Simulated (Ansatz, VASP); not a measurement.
## WC: VASP beside Ansatz

The input INCAR:

```
  ALGO = Normal
  EDIFF = 1E-7
  ENCUT = 520
  GGA = PE
  ISIF = 2
  ISMEAR = 0
  LASPH = True
  LCHARG = False
  LREAL = False
  LWAVE = False
  NBANDS = 16
  NELM = 80
  PREC = Accurate
  SIGMA = 0.15
```

Contents of KPOINTS:

```
k-points
0
Gamma
  24 24 22
```

File POSCAR:

```
WC
1.0
    3.0386425176      0.0000000000      0.0000000000
   -1.5193212588      2.6315416132      0.0000000000
    0.0000000000      0.0000000000      2.9609589170
W C
1 1
Direct
    0.0000000000      0.0000000000      0.0000000000
    0.6666666667      0.3333333333      0.5000000000
```

Input for Ansatz:

```yaml
crystal:
  lattice:
    - [3.0386425176, 0.0, 0.0]
    - [-1.5193212588, 2.6315416132, 0.0]
    - [0.0, 0.0, 2.960958917]
  atoms:
    - { symbol: W, position: [0.0, 0.0, 0.0] }
    - { symbol: C, position: [0.6666666667, 0.3333333333, 0.5] }
basis:
  ecutwfc: 420
kpoints:
  mp_grid: { grid: [24, 24, 22] }
hamiltonian:
  xc: pbe
scf:
  occupations: { method: gaussian, width: 0.15 }
output:
  forces: true
  stress: true
  eigenvalues: true
  write_density: true
  write_potential: true
  elf: true
  volumetric_format: npy
```

Change from the starting cell: strain +0.040 along x and y, +0.040 along z, atoms carried along.

Alike in both runs: task single point; functional PBE; k mesh 24 × 24 × 22; occupations gaussian, width 0.15 eV; no spin polarisation.

|  | VASP | Ansatz |
| --- | --- | --- |
| version | VASP 6.6.1 | Ansatz 0.2.0 |
| potentials or method | VASP PAW PBE potentials, release 64 (W_sv, C), cutoff 520 eV | scalar-relativistic, plane waves, PAW |
| valence electrons in the cell | 18 | 18 |

|  | VASP | Ansatz | Ansatz less VASP |
| --- | --- | --- | --- |
| gap on the k mesh at the Fermi level (eV) | none | none | - |
| pressure (GPa) | -34.6 | -35.3 | -0.62 |
| traceless stress, the component that is largest in VASP (GPa) | -3.93 | -4.07 | -0.142 |

A gap of «none» marks a metal or a gap that the smearing closes. Both programs put the cell under strong tension, so it lies far from rest at this level. The functional is the same, so the differences come from potentials, cutoffs and numerics.

Neither program's run includes spin-orbit coupling. Noted on VASP's run: the cell as given lies far from equilibrium.
